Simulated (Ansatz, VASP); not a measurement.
## W in VASP and in Ansatz

```
CELL_PARAMETERS angstrom
-1.34424 1.34424 2.28160
1.34424 -1.34424 2.28160
1.34424 1.34424 -2.28160
ATOMIC_POSITIONS crystal
W 0.00000 0.00000 0.00000
```

Alike in both runs: functional PBE; k mesh 20 × 20 × 20; occupations gaussian, width 0.1 eV; no spin polarisation.

Ansatz relaxed the structure, and its values are those at the end. VASP's run is a single point on that final structure, the one shown.

|  | VASP | Ansatz |
| --- | --- | --- |
| version | VASP 6.6.1 | Ansatz 0.2.0 |
| potentials or method | VASP PAW PBE potentials, release 64 (W_sv), cutoff 520 eV | scalar-relativistic, plane waves, PAW |
| valence electrons in the cell | 14 | 14 |

Ansatz gave:

```
gap on the k mesh at the Fermi level (eV) : none
pressure (GPa)                            : 0.0
```

Problem. What did VASP give for the same quantities?

Solution. gap on the k mesh at the Fermi level (eV): none; pressure (GPa): 0.4.

A gap of «none» marks a metal or a gap that the smearing closes.

Spin-orbit coupling is off throughout.
